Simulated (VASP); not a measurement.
# TePb (Imm2) in VASP: single point with r2SCAN

Aim: the single point of TePb with r2SCAN.

Program: VASP 6.6.1. These are calculated values, not measurements. Logs are shortened: lines on timing, memory, paths and dates and some standing lists are left out, and cuts for length are marked.

## (1) The cell of the first run

It takes space group Imm2 (No. 44, orthorhombic). The conventional cell has a = 4.564 Å, b = 6.454 Å, c = 4.564 Å, α = 90.00°, β = 90.00°, γ = 90.00°. Te (site symmetry mm2) has 6 Pb at 3.22 to 3.24 Å within 4.2 Å. Pb (site symmetry mm2) has 6 Te at 3.22 to 3.24 Å within 4.2 Å.

## (2) Single point, r2SCAN

Contents of POSCAR:

```
TePb
1.0
    0.0000000000      3.2270000000      3.2270000000
    3.2270000000      0.0000000000      3.2270000000
    3.2270000000      3.2270000000      0.0000000000
Te Pb
1 1
Direct
    0.4972609747      0.5000000000      0.5000000000
    0.0000000000      0.0000000000      0.0000000000
```

Contents of INCAR.step1:

```
SYSTEM = TePb
ALGO     = Normal         ! electronic algorithm
EDIFF    = 1E-4           ! SCF threshold, eV
ENCUT    = 520            ! plane-wave cutoff, eV
GGA      = PE             ! functional
ISMEAR   = 0              ! smearing method
LASPH    = .TRUE.         ! aspherical terms in the spheres
LCHARG   = .FALSE.        ! write CHGCAR
LREAL    = .FALSE.        ! projectors in reciprocal space
LWAVE    = .TRUE.         ! write WAVECAR
NBANDS   = 17             ! bands
NELM     = 60             ! most SCF steps
PREC     = Accurate       ! precision mode
SIGMA    = 0.05           ! smearing width, eV
```

Contents of INCAR.step2:

```
SYSTEM = TePb
ALGO     = Normal         ! electronic algorithm
EDIFF    = 1E-6           ! SCF threshold, eV
ENCUT    = 520            ! plane-wave cutoff, eV
ISIF     = 2              ! what is computed and relaxed
ISMEAR   = 0              ! smearing method
ISTART   = 1            
LASPH    = .TRUE.         ! aspherical terms in the spheres
LCHARG   = .FALSE.        ! write CHGCAR
LMIXTAU  = .TRUE.       
LREAL    = .FALSE.        ! projectors in reciprocal space
LWAVE    = .FALSE.        ! write WAVECAR
METAGGA  = R2SCAN         ! meta-GGA
NBANDS   = 17             ! bands
NELM     = 60             ! most SCF steps
PREC     = Accurate       ! precision mode
SIGMA    = 0.05           ! smearing width, eV
```

Contents of KPOINTS:

```
k-points
0
G
  8 8 8
  0 0 0
```

Potentials or basis: VASP PAW PBE potentials, release 64 (Te, Pb_d).

On the command line:

```sh
$ cat potpaw_PBE.64/Te/POTCAR potpaw_PBE.64/Pb_d/POTCAR > POTCAR
$ cp INCAR.step1 INCAR
$ mpirun -np 1 vasp_std > vasp.out
$ cp INCAR.step2 INCAR
$ mpirun -np 1 vasp_std > vasp.out
```

OUTCAR:

```text
SYSTEM = TePb
   EDIFF = 1E-6
   ENCUT = 520
   ISIF = 2
   ISMEAR = 0
   ISTART = 1
   LASPH = .TRUE.
   LREAL = .FALSE.
   METAGGA = R2SCAN
   NELM = 60
   PREC = Accurate

 ion  position               nearest neighbor table
   1  0.497  0.500  0.500-   2 3.22   2 3.22   2 3.23   2 3.23   2 3.24   2 3.24
   2  0.000  0.000  0.000-   1 3.22   1 3.22   1 3.23   1 3.23   1 3.24   1 3.24

  LATTYP: Found a face centered cubic cell.
 ALAT       =     6.4540000000

  Lattice vectors:

 A1 = (   0.0000000000,   3.2270000000,   3.2270000000)
 A2 = (   3.2270000000,   0.0000000000,   3.2270000000)
 A3 = (   3.2270000000,   3.2270000000,   0.0000000000)

Analysis of symmetry for initial positions (statically):
=====================================================================
 Subroutine PRICEL returns:
 Original cell was already a primitive cell.

 Routine SETGRP: Setting up the symmetry group for a
 face centered cubic supercell.

 Subroutine GETGRP returns: Found  4 space group operations
 (whereof  4 operations were pure point group operations)
 out of a pool of 48 trial point group operations.

The static configuration has the point symmetry C_2v.

Analysis of symmetry for dynamics (positions and initial velocities):
=====================================================================
 Subroutine PRICEL returns:
 Original cell was already a primitive cell.

 Routine SETGRP: Setting up the symmetry group for a
 face centered cubic supercell.

 Subroutine GETGRP returns: Found  4 space group operations
 (whereof  4 operations were pure point group operations)
 out of a pool of 48 trial point group operations.

The dynamic configuration has the point symmetry C_2v.

 Subroutine INISYM returns: Found  4 space group operations
 (whereof  4 operations are pure point group operations),
 and found     1 'primitive' translations

----------------------------------------------------------------------------------------

                                     Primitive cell

  volume of cell :      67.2089

  direct lattice vectors                    reciprocal lattice vectors
     0.000000000  3.227000000  3.227000000    -0.154942671  0.154942671  0.154942671
     3.227000000  0.000000000  3.227000000     0.154942671 -0.154942671  0.154942671
     3.227000000  3.227000000  0.000000000     0.154942671  0.154942671 -0.154942671

  length of vectors
     4.563667166  4.563667166  4.563667166     0.268368579  0.268368579  0.268368579

  position of ions in fractional coordinates (direct lattice)
     0.497260975  0.500000000  0.500000000
[... 74 lines left out ...]
   LSORBIT =      F    spin-orbit coupling
   LASPH  =      T    aspherical Exc in radial PAW
   ENCUT  =  520.0 eV  38.22 Ry    6.18 a.u.   8.49  8.49  8.49*2*pi/ulx,y,z
   NELM   =     60;   NELMIN=  2; NELMDL=  0     # of ELM steps
   EDIFF  = 0.1E-05   stopping-criterion for ELM
   LREAL  =      F    real-space projection
   EDIFFG = 0.1E-04   stopping-criterion for IOM
   NSW    =      0    number of steps for IOM
   IBRION =     -1    ionic relax: 0-MD 1-quasi-New 2-CG
   NFREE  =      0    steps in history (QN), initial steepest desc. (CG)
   ISIF   =      2    stress and relaxation
   ISYM   =      2    0-nonsym 1-usesym 2-fastsym
   POTIM  = 0.5000    time-step for ionic-motion
   TEBEG  =    0.0;   TEEND  =   0.0 temperature during run
   PSTRESS=    0.0 pullay stress
   NELECT =      20.0000    total number of electrons
   NUPDOWN=      -1.0000    fix difference up-down
   EMIN   =  10.00;   EMAX   =-10.00  energy-range for DOS
   EFERMI =   0.00;   METHOD = LEGACY
   ISMEAR =     0;   SIGMA  =   0.05  broadening in eV -4-tet -1-fermi 0-gaus
   EFERMI_NEDOS =   21; number of points for ismear=-14 and -15
   IALGO  =     38    algorithm
   IMIX   =      4    mixing-type and parameters
     AMIX     =   0.40;   BMIX     =  1.00
     AMIX_MAG =   1.60;   BMIX_MAG =  1.00
  volume/ion in A,a.u.               =      33.60       226.77
  Fermi-wavevector in a.u.,A,eV,Ry     =   1.092972  2.065418 16.253366  1.194589
  Thomas-Fermi vector in A             =   2.229249
   LORBIT       =      0    0 simple, 1 ext, 2 COOP (PROOUT), +10 PAW based schemes
   METAGGA = R2SCAN    functional components
   LHFCALC =     F    Hartree Fock is set to
   AEXX    =    0.0000 exact exchange contribution
   IVDW    =     0    specifies the selected vdW correction
   LEPSILON=     F    determine dielectric tensor
   LRPA    =     F    only Hartree local field effects (RPA)
 non-spin polarized calculation
 Gauss-broadening in eV      SIGMA  =   0.05
  energy-cutoff  :      520.00
  volume of cell :       67.21
 maximum number of plane-waves:      1837
 NGX is ok and might be reduce to    36
   NGX = 17   NGY = 17   NGZ = 17

 number of electron      20.0000002 magnetization

 Free energy of the ion-electron system (eV)
  ---------------------------------------------------
  ext. energy  EPLUGINS =         0.00000000
  ---------------------------------------------------
  free energy    TOTEN  =       -82.69232051 eV

  energy without entropy =      -82.69232051  energy(sigma->0) =      -82.69232051

 E-fermi :   5.7901     XC(G=0):  -9.8341

 val. band max:        5.5697553102   @ k =   0.0000   0.5000   0.0000
 cond. band min:       6.5822168886   @ k =   0.0000   0.5000   0.0000
 fundamental gap:      1.0124615784
 Fermi energy:         5.7900853907

 k-point     1 :       0.0000    0.0000    0.0000
  band No.  band energies     occupation
      1     -11.8187      2.00000
      2     -11.8187      2.00000
      3     -11.8063      2.00000
      4     -11.8063      2.00000
      5     -11.8063      2.00000
      6      -6.9893      2.00000
[... 457 lines left out ...]
      4     -11.7909      2.00000
      5     -11.7905      2.00000
      6      -5.5721      2.00000
[... 9 lines left out ...]
     16      14.9623      0.00000
     17      16.3476      0.00000

 [... further k-points ...]
[... 5 lines left out ...]
  --------------------------------------------------------------------------------------
  -------------------------------------------------------------------------------------
  Total        0.7173219      0.7185664      0.7185664      0.0000000      0.0003597      0.0000000
  in kB       17.1000667     17.1297336     17.1297336      0.0000000      0.0085743      0.0000000
  external PRESSURE =      17.1198446 kB  Pullay stress =       0.0000000 kB

 VOLUME and BASIS-vectors are now :
 -----------------------------------------------------------------------------
  energy-cutoff  :      520.00
  volume of cell :       67.21
      direct lattice vectors                 reciprocal lattice vectors
     0.000000000  3.227000000  3.227000000    -0.154942671  0.154942671  0.154942671
     3.227000000  0.000000000  3.227000000     0.154942671 -0.154942671  0.154942671
     3.227000000  3.227000000  0.000000000     0.154942671  0.154942671 -0.154942671

 POSITION                                       TOTAL-FORCE (eV/Angst)
 -----------------------------------------------------------------------------------
      3.22700      3.21816      3.21816         0.000000      0.004201      0.004201
      0.00000      0.00000      0.00000        -0.000000     -0.004201     -0.004201
 -----------------------------------------------------------------------------------
    total drift:                               -0.000000      0.000039      0.000039

  FREE ENERGIE OF THE ION-ELECTRON SYSTEM (eV)
  ---------------------------------------------------
  free  energy   TOTEN  =       -82.6923205114 eV

  energy  without entropy=      -82.6923205114  energy(sigma->0) =      -82.69232051
```

OUTCAR.step1:

```text
SYSTEM = TePb
   EDIFF = 1E-4
   ENCUT = 520
   GGA = PE
   ISMEAR = 0
   LASPH = .TRUE.
   LREAL = .FALSE.
[... 701 lines left out ...]
      3.22700      3.21816      3.21816         0.000000      0.005744      0.005744
      0.00000      0.00000      0.00000         0.000000     -0.005744     -0.005744
 -----------------------------------------------------------------------------------
    total drift:                               -0.000000      0.000155      0.000155

  FREE ENERGIE OF THE ION-ELECTRON SYSTEM (eV)
  ---------------------------------------------------
  free  energy   TOTEN  =        -7.4977160918 eV

  energy  without entropy=       -7.4977160918  energy(sigma->0) =       -7.49771609
```

OSZICAR.step1:

```text
N       E                     dE             d eps       ncg     rms          rms(c)
DAV:   1     0.151213393452E+03    0.15121E+03   -0.91392E+03  3238   0.114E+03
DAV:   2     0.294447292541E+01   -0.14827E+03   -0.14396E+03  3393   0.293E+02
DAV:   3    -0.733457928293E+01   -0.10279E+02   -0.10211E+02  4321   0.838E+01
DAV:   4    -0.760620004913E+01   -0.27162E+00   -0.27145E+00  4066   0.151E+01
DAV:   5    -0.761736727411E+01   -0.11167E-01   -0.11167E-01  4703   0.279E+00    0.335E+00
DAV:   6    -0.749922791365E+01    0.11814E+00   -0.25864E-01  4714   0.357E+00    0.207E+00
DAV:   7    -0.749593043384E+01    0.32975E-02   -0.82534E-02  3978   0.140E+00    0.916E-01
DAV:   8    -0.749779288090E+01   -0.18624E-02   -0.96544E-03  3939   0.994E-01    0.153E-01
DAV:   9    -0.749768571152E+01    0.10717E-03   -0.12445E-03  4556   0.386E-01    0.688E-02
DAV:  10    -0.749771609180E+01   -0.30380E-04   -0.16213E-04  3274   0.101E-01
   1 F= -.74977161E+01 E0= -.74977161E+01  d E =-.169893E-10
```

Wall time 3.6 min (1 thread of Intel Xeon Platinum 8488C (Sapphire Rapids), shared host); peak memory 0.29 GiB.

What came out:

```
Free energy            : -82.6923 eV
Pressure               : 1.7 GPa
Largest force          : 0.006 eV/Å
Band gap on the k mesh : 1.01 eV, direct
```

Forces on the atoms (eV/Å):
```
Te   0.000  0.004  0.004
Pb   0.000 -0.004 -0.004
```

Levels at points of the mesh, in eV from the valence-band top:
| k point | band 7 | band 8 | band 9 | band 10 | band 11 | band 12 | band 13 | band 14 |
| --- | --- | --- | --- | --- | --- | --- | --- | --- |
| (0.00, 0.00, 0.00) | -5.63 | -1.52 | -1.52 | -1.52 | 4.35 | 4.35 | 4.35 | 6.16 |
| (0.50, 0.00, 0.00) | -8.93 | -1.04 | -1.04 | 0.00 | 1.01 | 1.40 | 1.40 | 8.95 |
| (0.00, 0.50, 0.00) | -8.93 | -1.04 | -1.04 | 0.00 | 1.01 | 1.40 | 1.40 | 8.95 |
| (0.50, 0.50, 0.00) | -7.51 | -4.73 | -3.00 | -3.00 | 3.56 | 5.84 | 5.84 | 7.19 |
| (0.00, 0.50, 0.50) | -7.51 | -4.73 | -3.00 | -3.00 | 3.56 | 5.84 | 5.84 | 7.19 |

Caveat: the cell differs from its parent crystal (all Te atoms moved +0.013 Å, as atom 1 towards its neighbour atom 1 (Te) at 4.564 Å); the PAW data sets were made with another functional, which shifts forces and pressure a little; spin-orbit coupling is left out, which moves the levels of the heavy elements.
